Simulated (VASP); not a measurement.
Wanted: the native input for a VASP 6.6.1 run.

- Task: single point
- Functional: PBE
- Potentials or basis: VASP PAW PBE potentials, release 64 (Sc_sv, N, Al)
- Cutoff: 600 eV
- k mesh: 6 × 6 × 4
- Occupations: gaussian, width 0.01 eV
- Spin: no spin polarisation
- Dipole correction: no
- Further INCAR settings: ALGO = Normal; EDIFF = 1e-06; NBANDS = 20

The structure of ScAlN2 lies in POSCAR:

```
ScAlN2
1.0
    3.0446085440      0.0000000000      0.0000000000
    0.0000000000      3.0446085440      0.0000000000
    0.0000000000      0.0000000000      4.3189807810
Sc N Al
1 2 1
Direct
    0.0000000000      0.0000000000      0.0000000000
    0.0000000000      0.0000000000      0.5000000000
    0.5000000000      0.5000000000      0.0000000000
    0.5000000000      0.5000000000      0.5000000000
```

These files were run (other wordings do the same):

INCAR

```
PREC = Accurate ; ENCUT = 600
EDIFF = 1E-6 ; ISMEAR = 0
SIGMA = 0.01 ; LREAL = False
LASPH = True ; NELM = 120
ALGO = Normal ; ISIF = 2
LWAVE = False ; LCHARG = False
GGA = PE ; NBANDS = 20
GGA_COMPAT = False
```

KPOINTS

```
Automatic mesh
0
Gamma
  6 6 4
```

Potentials or basis: VASP PAW PBE potentials, release 64 (Sc_sv, N, Al).

Command:

```console
$ cat potpaw_PBE.64/Sc_sv/POTCAR potpaw_PBE.64/N/POTCAR potpaw_PBE.64/Al/POTCAR > POTCAR
$ mpirun -np 1 vasp_std > vasp.out
```

It gave:

```
Pressure               : 4.2 GPa
Band gap on the k mesh : 0.68 eV, direct
```

It took 43 s on 1 thread of Intel Xeon 8259CL, with other jobs on the host, peak memory 0.17 GiB.
